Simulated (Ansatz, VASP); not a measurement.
## Two plane-wave programs on ZnS

```
CELL_PARAMETERS angstrom
3.81100 0.00000 0.00000
-1.90550 3.30042 0.00000
0.00000 0.00000 6.23400
ATOMIC_POSITIONS crystal
Zn 0.33333 0.66667 0.00000
Zn 0.66667 0.33333 0.50000
S 0.26851 0.63426 0.39618
S 0.60185 0.30092 0.89618
```

Change from the starting cell: all S atoms moved +0.225 Å, as atom 3 towards its neighbour atom 2 (Zn) at 2.314 Å.

Alike in both runs: task single point; functional r2SCAN; k mesh 6 × 6 × 4; occupations gaussian, width 0.05 eV; no spin polarisation.

```csv
,VASP,Ansatz
version,VASP 6.6.1,Ansatz 0.2.0
potentials or method,"VASP PAW PBE potentials, release 64 (Zn, S), cutoff 520 eV","scalar-relativistic, plane waves, PAW"
valence electrons in the cell,36,36
```

```tsv
	VASP	Ansatz	Ansatz less VASP
gap on the k mesh at the Fermi level (eV)	2.80	2.79	-0.008
least direct gap on the mesh (eV)	2.80	2.79	-0.008
pressure (GPa)	2.7	2.6	-0.10
traceless stress, the component that is largest in VASP (GPa)	-4.10	-4.03	+0.070
rms of the force components (eV/Å)	1.203	1.191	-0.0113
```

VASP's potentials were made for PBE, not for r2SCAN. Atom by atom the forces differ by 0.012 eV/Å (rms over components).
